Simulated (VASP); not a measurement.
Wanted: the native input for a VASP 6.6.1 run.

```yaml
Task: single point
Functional: PBEsol
Potentials_or_basis: VASP PAW PBE potentials, release 64 (Hf_pv, B)
Cutoff: 520 eV
k_mesh: 6 × 6 × 6
Occupations: gaussian, width 0.1 eV
Spin: no spin polarisation
Dipole_correction: no
Further_INCAR_settings: ALGO = Normal; EDIFF = 1e-06; NBANDS = 14
```

The structure of HfB lies in POSCAR:

```
HfB
1.0
    0.0000000000      2.3100000000      2.3100000000
    2.3100000000      0.0000000000      2.3100000000
    2.3100000000      2.3100000000      0.0000000000
Hf B
1 1
Direct
    0.5000000000      0.5000000000      0.5000000000
    0.0000000000      0.0000000000      0.0000000000
```

These files were run (other wordings do the same):

INCAR

```
PREC = Accurate
ENCUT = 520
EDIFF = 1E-6
ISMEAR = 0
SIGMA = 0.1
LREAL = False
LASPH = True
NELM = 100
ALGO = Normal
ISIF = 2
LWAVE = False
LCHARG = False
GGA = PS
NBANDS = 14
```

KPOINTS

```
regular mesh
0
Gamma
  6 6 6
```

Potentials or basis: VASP PAW PBE potentials, release 64 (Hf_pv, B).

Launch:

```bash
$ cat potpaw_PBE.64/Hf_pv/POTCAR potpaw_PBE.64/B/POTCAR > POTCAR
$ mpirun -np 1 vasp_std > vasp.out
```

Results of the run:

```json
{
  "Pressure": "24.6 GPa"
}
```

Caveat: the k points lie up to 0.39 Å⁻¹ apart; the PAW data sets were made with another functional, which shifts forces and pressure a little.

Run time: 3.3 s on 1 thread of Intel(R) Xeon(R) Platinum 8375C CPU @ 2.90GHz (Ice Lake), on a shared host, peak memory 0.14 GiB.
